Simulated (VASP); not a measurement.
Here is a VASP 6.6.1 calculation.

Contents of INCAR:

```
ALGO = Fast
EDIFF = 1E-6
ENCUT = 520
GGA = PS
ISIF = 2
ISMEAR = 0
LASPH = True
LCHARG = False
LREAL = False
LWAVE = False
NBANDS = 12
NELM = 60
PREC = Accurate
SIGMA = 0.15
```

File KPOINTS:

```
k-points
0
Gamma
  20 20 20
```

The input POSCAR:

```
Ta
1.0
   -1.6492159000      1.6512800000      1.6492159000
    1.6533441000     -1.6512800000      1.6533441000
    1.6492159000      1.6512800000     -1.6492159000
Ta
1
Direct
    0.0000000000      0.0000000000      0.0000000000
```

Potentials or basis: VASP PAW PBE potentials, release 64 (Ta_pv).

Launch:

```bash
$ cat potpaw_PBE.64/Ta_pv/POTCAR > POTCAR
$ mpirun -np 1 vasp_std > vasp.out
```

(1) Predict the pressure.

Results:

(1) -3.6 GPa.

Caveat: the cell differs from its parent crystal (strain +0.0025 x Voigt [0, 0, 0, 0, 1, 0]); the PAW data sets were made with another functional, which shifts forces and pressure a little.
